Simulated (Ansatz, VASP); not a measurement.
# One calculation of SiC, two programs

```xyz
2
Lattice="0.0000 2.0139 2.0139 2.0139 0.0000 2.0139 2.0139 2.0139 0.0000" Properties=species:S:1:pos:R:3 pbc="T T T"
Si    0.0000    0.0000    0.0000
C     2.0139    2.0139    2.0139
```

Alike in both runs: task single point; functional PBE-based screened hybrid; k mesh 6 × 6 × 6; occupations fermi-dirac, width 0.02 eV; no spin polarisation.

|  | VASP | Ansatz |
| --- | --- | --- |
| version | VASP 6.6.1 | Ansatz 0.2.0 |
| potentials or method | VASP PAW PBE potentials, release 64 (Si, C) | plane waves |
| plane-wave cutoff (eV) | 520 | 420 |
| valence electrons in the cell | 8 | 8 |

Ansatz gave:

- gap on the k mesh at the Fermi level (eV): 0.86
- pressure (GPa): -10.5

Estimate VASP's values.

gap on the k mesh at the Fermi level (eV): 0.85; pressure (GPa): -11.1.

VASP's potentials were made for PBE, not for PBE-based screened hybrid. With one functional, cell and mesh, what is left measures potentials, basis and numerics. Ansatz's warnings: stress exchange threshold loose, stress scf threshold loose.

The k mesh is coarse, so the values compare programs but aren't converged.
